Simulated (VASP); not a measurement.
Here is a VASP 6.6.1 calculation.

The input INCAR:

```
  PREC = Accurate
  ENCUT = 520
  EDIFF = 1E-6
  ISMEAR = -1
  SIGMA = 0.01
  LREAL = Auto
  LASPH = True
  NELM = 200
  ALGO = Normal
  ISIF = 2
  LWAVE = False
  LCHARG = False
  ISPIN = 2
  MAGMOM = -0.02 -0.02 -0.02 0.05 0 0.01 0.05 -0.02 -0.02 -0.02 0.01 0 0.01 0 0 0.01 0 0 0 0 0 0 0 0 0.02 0 0 0 0 0 0 0 0 0.02 0 0 0 0 0 0 0 0 0 0 0 0 0 0 0 0 0 0 0 0 0.97
  LORBIT = 11
  NUPDOWN = 1.0
  LMAXMIX = 4
  GGA = PE
  NBANDS = 276
  GGA_COMPAT = False
```

File KPOINTS:

```
regular mesh
0
Gamma
  1 1 1
```

File POSCAR:

```
CoMo18S36
1.0
    9.3669868000      0.0000000800      0.0000000000
   -4.6834934700      8.1120484800      0.0000000000
    0.0000000000      0.0000000000     12.0827026900
Mo S Co
18 36 1
Direct
    0.2202349880      0.1106551950      0.2531916903
    0.1110209593      0.2205513080      0.7466235654
    0.2207814918      0.4452737932      0.2532809474
    0.1112147413      0.5555087586      0.7498660807
    0.2212949870      0.7783142061      0.2504810141
    0.1113901356      0.8879216267      0.7484294098
    0.5552108991      0.1109155999      0.2498854881
    0.4456930065      0.2211513308      0.7466441061
    0.5553864717      0.4457820521      0.2531238740
    0.4462395879      0.5556946826      0.7466048492
    0.5551207034      0.7785492569      0.2512996023
    0.4452073440      0.8880075332      0.7492881418
    0.8876306950      0.1110348976      0.2515001302
    0.7787462408      0.2216340445      0.7493007271
    0.8877162428      0.4447809441      0.2505586134
    0.7788611982      0.5553433831      0.7483289998
    0.8875656646      0.7784740078      0.2509723719
    0.7788764438      0.8878961091      0.7487945681
    0.2224740308      0.1091884753      0.6184202885
    0.1088782506      0.2220454960      0.3814810703
    0.2258357377      0.1149469672      0.8784106719
    0.1147198659      0.2254588112      0.1213501683
    0.2219690407      0.4447659024      0.6191835289
    0.1092651807      0.5568461304      0.3804177631
    0.2255553013      0.4413774835      0.8764421821
    0.1107795690      0.5552258510      0.1215923685
    0.2226918640      0.7766573826      0.6201533920
    0.1093494142      0.8879194730      0.3805256415
    0.2228905357      0.7779838152      0.8783390913
    0.1104288659      0.8903138709      0.1218740801
    0.5572379749      0.1096104867      0.6194388870
    0.4444729625      0.2216054033      0.3806001895
    0.5556842290      0.1110504817      0.8782308908
    0.4409001215      0.2249421923      0.1232176026
    0.5576114823      0.4442888090      0.6183989849
    0.4441618330      0.5573377332      0.3813441478
    0.5517480378      0.4409142562      0.8786330630
    0.4405279520      0.5512887260      0.1213773599
    0.5570802979      0.7783794105      0.6192152356
    0.4438216986      0.8897670758      0.3795795401
    0.5560385965      0.7760225059      0.8779008983
    0.4435734315      0.8884495404      0.1213867959
    0.8883274821      0.1096842626      0.6192410217
    0.7762465992      0.2222861788      0.3796760153
    0.8906401428      0.1107044938      0.8779140373
    0.7777702473      0.2225385654      0.1214578827
    0.8901582024      0.4440985169      0.6201358948
    0.7780497559      0.5566612445      0.3805503003
    0.8887766351      0.4439369752      0.8783497302
    0.7757827559      0.5556348411      0.1218828828
    0.8900170181      0.7768114308      0.6195253433
    0.7764081397      0.8895366514      0.3802477928
    0.8898542738      0.7768723858      0.8779111225
    0.7767929171      0.8896850959      0.1218622812
    0.3325166293      0.3340603875     -0.0000646949
```

Potentials or basis: VASP PAW PBE potentials, release 64 (Mo_sv, S, Co).

Command:

```sh
$ cat potpaw_PBE.64/Mo_sv/POTCAR potpaw_PBE.64/S/POTCAR potpaw_PBE.64/Co/POTCAR > POTCAR
$ mpirun -np 1 vasp_gam > vasp.out
```

Task: Estimate the largest force.

Result: 0.024 eV/Å.

Task: Estimate the pressure.

Result: 8.1 GPa.

Stress tensor (GPa, compression positive):
```
 8.56  0.17 -0.08
 0.17  8.73  0.04
-0.08  0.04  6.98
```

Caveat: the k points lie up to 0.77 Å⁻¹ apart; the total moment is fixed, so each spin has its own Fermi level and the state may be an excited one.
